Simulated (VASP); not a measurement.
Wanted: the native input for a VASP 6.6.1 run.

```
Task                   : relaxation of cell and atoms
Functional             : PBE
Potentials or basis    : VASP PAW PBE potentials, release 64 (Na_pv, Zr_sv, O)
Cutoff                 : 600 eV
k mesh                 : 12 × 12 × 4
Occupations            : gaussian, width 0.1 eV
Spin                   : no spin polarisation
Dipole correction      : no
Further INCAR settings : ALGO = Normal; EDIFF = 1e-06; IBRION = 2; EDIFFG = -0.01; NSW = 100; ISIF = 3
```

The structure of Na2ZrO2 lies in POSCAR:

```
Na2ZrO2
1.0
    3.2117372083      0.0000000000      0.0000000000
   -1.6058686041      2.7814460126      0.0000000000
    0.0000000000      0.0000000000      8.8886063695
Na Zr O
2 1 2
Direct
    0.3333333333      0.6666666667      0.6742231152
    0.6666666667      0.3333333333      0.3257768848
    0.0000000000      0.0000000000      0.0000000000
    0.6666666667      0.3333333333      0.8613614422
    0.3333333333      0.6666666667      0.1386385578
```

The input as run:

INCAR

```
SYSTEM = Na2ZrO2
PREC = Accurate
ENCUT = 600
EDIFF = 1E-6
ISMEAR = 0
SIGMA = 0.1
LREAL = .False.
LASPH = .True.
NELM = 60
ALGO = Normal
ISIF = 3
LWAVE = .False.
LCHARG = .False.
GGA = PE
IBRION = 2
NSW = 100
EDIFFG = -0.01
```

KPOINTS

```
regular mesh
0
Gamma
  12 12 4
  0 0 0
```

Potentials or basis: VASP PAW PBE potentials, release 64 (Na_pv, Zr_sv, O).

The run is started by

```bash
$ cat potpaw_PBE.64/Na_pv/POTCAR potpaw_PBE.64/Zr_sv/POTCAR potpaw_PBE.64/O/POTCAR > POTCAR
$ mpirun -np 1 vasp_std > vasp.out
```

It gave:

```
Relaxed volume                         : 15.81 Å³/atom
Relaxed cell                           : a = 3.207 Å, b = 3.207 Å, c = 8.875 Å, α = 90.00°, β = 90.00°, γ = 120.00°
Space group after relaxing (to 0.05 Å) : P-3m1 (No. 164)
Energy gained by relaxing              : 0.3 meV/atom
Ionic steps                            : 8
Pressure after relaxing                : 0.0 GPa
Largest force after relaxing           : 0.003 eV/Å
Band gap on the k mesh                 : zero (band 19 reaches 6.80 eV, above the bottom of band 20 at 5.01 eV)
```

It took 4.6 min on 1 thread of Intel(R) Xeon(R) 6975P-C (Granite Rapids), with other jobs on the host, peak memory 0.34 GiB.
